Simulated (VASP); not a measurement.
# InP (F-43m) in VASP: vibrations by perturbation theory with LDA

Aim: the vibrations by perturbation theory of InP with LDA.

All numbers are computed with VASP 6.6.1; they aren't measurements. Logs are shortened: lines on timing, memory, paths and dates and some standing lists are left out, and cuts for length are marked.

## 1. The cell of the first run

Symmetry: F-43m, No. 216, cubic system. Conventional cell: a = 5.827 Å, b = 5.827 Å, c = 5.827 Å, α = 90.00°, β = 90.00°, γ = 90.00°. In (site symmetry -43m) has 4 P at 2.52 Å within 3.3 Å. P (site symmetry -43m) has 4 In at 2.52 Å within 3.3 Å.

## 2. Vibrations by perturbation theory, LDA

The input, INCAR:

```
PREC = Accurate
ENCUT = 500
EDIFF = 1E-8
ISMEAR = 0
SIGMA = 0.01
LREAL = False
LASPH = True
NELM = 120
ALGO = Normal
ISIF = 2
LWAVE = False
LCHARG = False
IBRION = 8
NSW = 1
LEPSILON = True
GGA_COMPAT = False
```

The input, KPOINTS:

```
regular mesh
0
Gamma
  8 8 8
```

The input, POSCAR:

```
InP
1.0
    0.0000000000      2.9133283654      2.9133283654
    2.9133283654      0.0000000000      2.9133283654
    2.9133283654      2.9133283654      0.0000000000
In P
1 1
Direct
    0.0000000000      0.0000000000      0.0000000000
    0.7500000000      0.7500000000      0.7500000000
```

Potentials or basis: VASP PAW LDA potentials, release 64 (In_d, P).

Started as:

```sh
$ cat potpaw_LDA.64/In_d/POTCAR potpaw_LDA.64/P/POTCAR > POTCAR
$ mpirun -np 1 vasp_std > vasp.out
```

OUTCAR:

```text
PREC = Accurate
   ENCUT = 500
   EDIFF = 1E-8
   ISMEAR = 0
   LREAL = False
   LASPH = True
   NELM = 120
   ISIF = 2
   IBRION = 8
   NSW = 1
   LEPSILON = True

 ion  position               nearest neighbor table
   1  0.000  0.000  0.000-   2 2.52   2 2.52   2 2.52   2 2.52
   2  0.750  0.750  0.750-   1 2.52   1 2.52   1 2.52   1 2.52

  LATTYP: Found a face centered cubic cell.
 ALAT       =     5.8266567308

  Lattice vectors:

 A1 = (   0.0000000000,   2.9133283654,   2.9133283654)
 A2 = (   2.9133283654,   0.0000000000,   2.9133283654)
 A3 = (   2.9133283654,   2.9133283654,   0.0000000000)

Analysis of symmetry for initial positions (statically):
=====================================================================
 Subroutine PRICEL returns:
 Original cell was already a primitive cell.

 Routine SETGRP: Setting up the symmetry group for a
 face centered cubic supercell.

 Subroutine GETGRP returns: Found 24 space group operations
 (whereof 24 operations were pure point group operations)
 out of a pool of 48 trial point group operations.

The static configuration has the point symmetry T_d .

Analysis of symmetry for dynamics (positions and initial velocities):
=====================================================================
 Subroutine PRICEL returns:
 Original cell was already a primitive cell.

 Routine SETGRP: Setting up the symmetry group for a
 face centered cubic supercell.

 Subroutine GETGRP returns: Found 24 space group operations
 (whereof 24 operations were pure point group operations)
 out of a pool of 48 trial point group operations.

The dynamic configuration has the point symmetry T_d .

 Subroutine INISYM returns: Found 24 space group operations
 (whereof 24 operations are pure point group operations),
 and found     1 'primitive' translations

----------------------------------------------------------------------------------------

                                     Primitive cell

  volume of cell :      49.4536

  direct lattice vectors                    reciprocal lattice vectors
     0.000000000  2.913328365  2.913328365    -0.171625007  0.171625007  0.171625007
     2.913328365  0.000000000  2.913328365     0.171625007 -0.171625007  0.171625007
     2.913328365  2.913328365  0.000000000     0.171625007  0.171625007 -0.171625007

  length of vectors
     4.120068486  4.120068486  4.120068486     0.297263231  0.297263231  0.297263231

  position of ions in fractional coordinates (direct lattice)
     0.000000000  0.000000000  0.000000000
     0.750000000  0.750000000  0.750000000

  ion indices of the primitive-cell ions
   primitive index   ion index
                 1           1
                 2           2

----------------------------------------------------------------------------------------

 KPOINTS: regular mesh

Automatic generation of k-mesh.
 Grid dimensions read from file:
 generate k-points for:    8    8    8

 Generating k-lattice:

  Cartesian coordinates                     Fractional coordinates (reciprocal lattice)
    -0.021453126  0.021453126  0.021453126     0.125000000  0.000000000  0.000000000
     0.021453126 -0.021453126  0.021453126     0.000000000  0.125000000  0.000000000
     0.021453126  0.021453126 -0.021453126     0.000000000  0.000000000  0.125000000

  Length of vectors
     0.037157904  0.037157904  0.037157904

  Shift w.r.t. Gamma in fractional coordinates (k-lattice)
     0.000000000  0.000000000  0.000000000

 Subroutine IBZKPT returns following result:
 ===========================================

 Found     29 irreducible k-points:

 Following reciprocal coordinates:
            Coordinates               Weight
  0.000000  0.000000  0.000000      1.000000
  0.125000  0.000000  0.000000      8.000000
  0.250000  0.000000  0.000000      8.000000
[... 487 lines left out ...]
      direct lattice vectors                 reciprocal lattice vectors
     0.000000000  2.913328365  2.913328365    -0.171625007  0.171625007  0.171625007
     2.913328365  0.000000000  2.913328365     0.171625007 -0.171625007  0.171625007
     2.913328365  2.913328365  0.000000000     0.171625007  0.171625007 -0.171625007

 POSITION                                       TOTAL-FORCE (eV/Angst)
 -----------------------------------------------------------------------------------
      0.00000      0.00000      0.00000         0.000000      0.000000      0.000000
      4.36999      4.36999      4.36999        -0.000000     -0.000000     -0.000000
 -----------------------------------------------------------------------------------
    total drift:                                0.000000      0.000000      0.000000

  FREE ENERGIE OF THE ION-ELECTRON SYSTEM (eV)
  ---------------------------------------------------
  free  energy   TOTEN  =        -9.6721111815 eV

  energy  without entropy=       -9.6721111815  energy(sigma->0) =       -9.67211118

 HEAD OF MICROSCOPIC STATIC DIELECTRIC TENSOR (INDEPENDENT PARTICLE, excluding Hartree and local field effects)
 ------------------------------------------------------
          18.274138    -0.000000     0.000000
          -0.000000    18.274138     0.000000
          -0.000000     0.000000    18.274138
 ------------------------------------------------------

 Free energy of the ion-electron system (eV)
  ---------------------------------------------------
  ---------------------------------------------------
  free energy    TOTEN  =        -2.36384919 eV

  energy without entropy =       -2.36384919

------------------------ aborting loop because EDIFF is reached ----------------------------------------

--------------------------------------- Ionic step        2  -------------------------------------------

------------------------ aborting loop because EDIFF is reached ----------------------------------------

--------------------------------------- Ionic step        3  -------------------------------------------

------------------------ aborting loop because EDIFF is reached ----------------------------------------

 PIEZOELECTRIC TENSOR FIELD DIRECTION 3  (e Angst)
 -----------------------------------------------------------------------------
    -0.00059  2.68603  0.00000           (  0.00000  0.03382  0.00000)
     2.68603 -0.00059  0.00000           (  0.03382  0.00000  0.00000)
     0.00000  0.00000 -0.00101           (  0.00000  0.00000 -0.00000)

 PIEZOELECTRIC TENSOR FIELD DIRECTION 3  (C/m^2)
 -----------------------------------------------------------------------------
    -0.00019  0.87021  0.00000
     0.87021 -0.00019  0.00000
     0.00000  0.00000 -0.00033

--------------------------------------- Ionic step        4  -------------------------------------------

------------------------ aborting loop because EDIFF is reached ----------------------------------------

[... ionic steps 5 to 6 ...]

--------------------------------------- Ionic step        7  -------------------------------------------

 Free energy of the ion-electron system (eV)
  ---------------------------------------------------
  ---------------------------------------------------
  free energy    TOTEN  =        -0.04911924 eV

  energy without entropy =       -0.04911924

------------------------ aborting loop because EDIFF is reached ----------------------------------------

 INTERNAL STRAIN TENSOR  FOR ION    2  DIRECTION 1   (eV/Angst):
 -----------------------------------------------------------------------------
    -0.01458  0.00000  0.00000
     0.00000  0.00885  8.04914
     0.00000  8.04914  0.00885

 MACROSCOPIC STATIC DIELECTRIC TENSOR (including local field effects in DFT)
 ------------------------------------------------------
          17.631533     0.000000    -0.000000
          -0.000000    17.631533     0.000000
           0.000000     0.000000    17.631533
 ------------------------------------------------------

 PIEZOELECTRIC TENSOR (including local field effects)  for field in x, y, z        (e  Angst)
          XX          YY          ZZ          XY          YZ          ZX
  --------------------------------------------------------------------------------
  x    -0.00000    -0.00000    -0.00000     0.00000     2.69559     0.00000
  y     0.00000     0.00000    -0.00000     0.00000     0.00000     2.69559
  z     0.00000    -0.00000     0.00000     2.69559     0.00000     0.00000

 PIEZOELECTRIC TENSOR (including local field effects)  for field in x, y, z        (C/m^2)
          XX          YY          ZZ          XY          YZ          ZX
  --------------------------------------------------------------------------------
  x    -0.00000    -0.00000    -0.00000     0.00000     0.87330     0.00000
  y     0.00000     0.00000    -0.00000     0.00000     0.00000     0.87330
  z     0.00000    -0.00000     0.00000     0.87330     0.00000     0.00000

 BORN EFFECTIVE CHARGES (including local field effects) (in |e|, cummulative output)
 ---------------------------------------------------------------------------------
 ion    1
    1     2.59304     0.00000    -0.00000
    2    -0.00000     2.59304     0.00000
    3     0.00000     0.00000     2.59304
 ion    2
    1    -2.59304    -0.00000     0.00000
    2     0.00000    -2.59304    -0.00000
    3     0.00000    -0.00000    -2.59304

 INTERNAL STRAIN TENSOR FOR ION    2 for displacements in x,y,z  (eV/Angst):
          X           Y           Z          XY          YZ          ZX
  --------------------------------------------------------------------------------
  x     0.00000     0.00000     0.00000     0.00000     8.04914     0.00000
  y     0.00000     0.00000     0.00000     0.00000     0.00000     8.04914
  z     0.00000     0.00000     0.00000     8.04914     0.00000     0.00000

 SECOND DERIVATIVES (NOT SYMMETRIZED)
 ------------------------------------
               1X          1Y          1Z          2X          2Y          2Z
  1X    -8.273211    0.000000    0.000000    8.273211    0.000000    0.000000
  1Y     0.000000   -8.273211    0.000000    0.000000    8.273211    0.000000
  1Z     0.000000    0.000000   -8.273211    0.000000    0.000000    8.273211
  2X     8.241646    0.000000    0.000000   -8.241646    0.000000    0.000000
  2Y     0.000000    8.241646    0.000000    0.000000   -8.241646    0.000000
  2Z     0.000000    0.000000    8.241646    0.000000    0.000000   -8.241646

 Eigenvectors and eigenvalues of the dynamical matrix
 ----------------------------------------------------

   1 f  =    9.090690 THz    57.118490 2PiTHz  303.232778 cm-1    37.596056 meV
             X         Y         Z           dx          dy          dz
      0.000000  0.000000  0.000000    -0.461618    0.000000    0.000000
      4.369993  4.369993  4.369993     0.887079    0.000000    0.000000
[... 21 lines left out ...]
   6 f/i=    0.007115 THz     0.044705 2PiTHz    0.237331 cm-1     0.029425 meV
             X         Y         Z           dx          dy          dz
      0.000000  0.000000  0.000000     0.000000    0.000000    0.887079
      4.369993  4.369993  4.369993     0.000000    0.000000    0.461618

--------------------------------------------------------------------------------------------------------

 MACROSCOPIC STATIC DIELECTRIC TENSOR IONIC CONTRIBUTION
 ------------------------------------------------------
           2.979489     0.000000    -0.000000
           0.000000     2.979489     0.000000
          -0.000000     0.000000     2.979489
 ------------------------------------------------------

 ELASTIC MODULI CONTR FROM IONIC RELAXATION (kBar)
 Direction    XX          YY          ZZ          XY          YZ          ZX
 --------------------------------------------------------------------------------
 XX          -0.0000      0.0000      0.0000     -0.0000      0.0000     -0.0000
 YY           0.0000     -0.0000     -0.0000     -0.0000     -0.0000      0.0000
 ZZ           0.0000     -0.0000     -0.0000      0.0000     -0.0000     -0.0000
 XY          -0.0000     -0.0000      0.0000   -250.1691      0.0000      0.0000
 YZ           0.0000     -0.0000     -0.0000      0.0000   -250.1691      0.0000
 ZX          -0.0000      0.0000     -0.0000      0.0000      0.0000   -250.1691
 --------------------------------------------------------------------------------

 PIEZOELECTRIC TENSOR IONIC CONTR  for field in x, y, z        (C/m^2)
          XX          YY          ZZ          XY          YZ          ZX
  --------------------------------------------------------------------------------
  x     0.00000    -0.00000    -0.00000     0.00000    -0.81238    -0.00000
  y    -0.00000     0.00000    -0.00000    -0.00000     0.00000    -0.81238
  z    -0.00000    -0.00000     0.00000    -0.81238     0.00000    -0.00000
```

Wall time 15 min (1 thread of AMD EPYC 7R43 (Zen 3), shared host); peak memory 0.25 GiB.

What came out:

| Quantity | Value |
| --- | --- |
| Electronic dielectric tensor (diagonal) | 17.63 |
| Born charges (mean of the diagonal) | In +2.59; P -2.59 e |
| Highest phonon frequency at Γ, LO-TO splitting left out | 303 cm⁻¹ |

Phonon frequencies in cm⁻¹ (negative: imaginary):
```
              q point        frequencies
(0.000, 0.000, 0.000)  0 0 0 303 303 303
```

Electronic dielectric tensor:
```
17.63  0.00  0.00
 0.00 17.63  0.00
 0.00  0.00 17.63
```

Born effective charge tensors (e):
atom 1, In
```
2.59 0.00 0.00
0.00 2.59 0.00
0.00 0.00 2.59
```
atom 2, P
```
-2.59  0.00  0.00
 0.00 -2.59  0.00
 0.00  0.00 -2.59
```

Caveat: spin-orbit coupling is left out, which moves the levels of the heavy elements.
